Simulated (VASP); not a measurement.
Input of a VASP 6.6.1 run:

Contents of INCAR:

```
PREC = Accurate
ENCUT = 520
EDIFF = 1E-6
ISMEAR = 0
SIGMA = 0.1
LREAL = F
LASPH = T
NELM = 80
ALGO = Normal
ISIF = 2
LWAVE = F
LCHARG = F
GGA = PE
NBANDS = 33
```

Contents of KPOINTS:

```
regular mesh
0
Gamma
  6 6 2
```

File POSCAR:

```
MgSn2O3
1.0
    3.5159124465      0.0000000000      0.0000000000
    0.0000000000      3.5159124465      0.0000000000
    0.0000000000      0.0000000000      9.0234361055
Mg Sn O
1 2 3
Direct
    0.0000000000      0.0000000000      0.5000000000
    0.0000000000      0.5000000000      0.1415050043
    0.5000000000      0.0000000000      0.8584949957
    0.5000000000      0.5000000000      0.0000000000
    0.0000000000      0.0000000000      0.0000000000
    0.5000000000      0.5000000000      0.5000000000
```

Potentials or basis: VASP PAW PBE potentials, release 64 (Mg, Sn_d, O).

Command:

```console
$ cat potpaw_PBE.64/Mg/POTCAR potpaw_PBE.64/Sn_d/POTCAR potpaw_PBE.64/O/POTCAR > POTCAR
$ mpirun -np 1 vasp_std > vasp.out
```

(1) What does it give for the pressure?

(2) Estimate the band gap on the k mesh.

(3) What does it give for the largest force?

Results:

(1) 0.1 GPa.

(2) 0.84 eV.

(3) 0.089 eV/Å.

Caveat: spin-orbit coupling is left out, which moves the levels of the heavy elements.
